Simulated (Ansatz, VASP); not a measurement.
One calculation of LiBP4, two programs

```
CELL_PARAMETERS angstrom
-8.17606 0.00000 0.00000
0.00000 -3.36390 3.35433
0.00000 3.36390 3.35433
ATOMIC_POSITIONS crystal
P 0.75000 0.25465 0.91235
P 0.25000 0.91235 0.25465
P 0.91793 0.69973 0.42522
P 0.08207 0.42522 0.69973
P 0.58207 0.69973 0.42522
P 0.41793 0.42522 0.69973
P 0.75000 0.30611 0.36997
P 0.25000 0.36997 0.30611
Li 0.00000 0.94031 0.94031
Li 0.50000 0.94031 0.94031
B 0.75000 0.95028 0.60853
B 0.25000 0.60853 0.95028
```

Alike in both runs: functional r2SCAN; k mesh 3 × 5 × 5; no spin polarisation.

Ansatz relaxed the structure, and its values are those at the end. VASP's run is a single point on that final structure, the one shown.

|  | VASP | Ansatz |
| --- | --- | --- |
| version | VASP 6.6.1 | Ansatz 0.2.0 |
| potentials or method | VASP PAW PBE potentials, release 64 (P, Li_sv, B), cutoff 520 eV | PAW plane waves |
| occupations | fermi-dirac, width 0.1 eV | fermi-dirac |
| valence electrons in the cell | 52 | 52 |

|  | VASP | Ansatz | Ansatz less VASP |
| --- | --- | --- | --- |
| rms of the force components (eV/Å) | 0.028 | 0.007 | -0.0213 |

VASP's potentials were made for PBE, not for r2SCAN. Ansatz's warnings: stress scf threshold loose.

Noted on VASP's run: the cutoff is short for stress, so the pressure is rough.
